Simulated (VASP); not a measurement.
Input of a VASP 6.6.1 run:

File INCAR:

```
ALGO = Normal ; EDIFF = 1E-8
ENCUT = 520 ; GGA = PE
ISIF = 2 ; ISMEAR = -1
LASPH = T ; LCHARG = F
LEFG = T ; LREAL = F
LWAVE = F ; NBANDS = 18
NELM = 80 ; PREC = Accurate
SIGMA = 0.05
```

KPOINTS

```
k-points
0
Gamma
  9 9 9
```

Contents of POSCAR:

```
InPd
1.0
    3.2718847800      0.0000000000      0.0000000000
    0.0000000000      3.2718847800      0.0000000000
    0.0000000000      0.0000000000      3.2718847800
In Pd
1 1
Direct
   -0.0750000000     -0.0750000000     -0.0750000000
    0.5750000000      0.5750000000      0.5750000000
```

Potentials or basis: VASP PAW PBE potentials, release 64 (In_d, Pd).

The run is started by

```sh
$ cat potpaw_PBE.64/In_d/POTCAR potpaw_PBE.64/Pd/POTCAR > POTCAR
$ mpirun -np 1 vasp_std > vasp.out
```

(1) Estimate the largest force.

(2) What does it give for the pressure?

Answers

(1) 16.930 eV/Å.

(2) 59.2 GPa.

Caveat: the cell differs from its parent crystal (shortest bond scaled by 0.7); without QUAD_EFG the Cq values of the log hold for a quadrupole moment of 1 mb, not for the nuclei; forces of over 1 eV/Å act on the atoms, so gaps and moduli don't describe the material at rest.
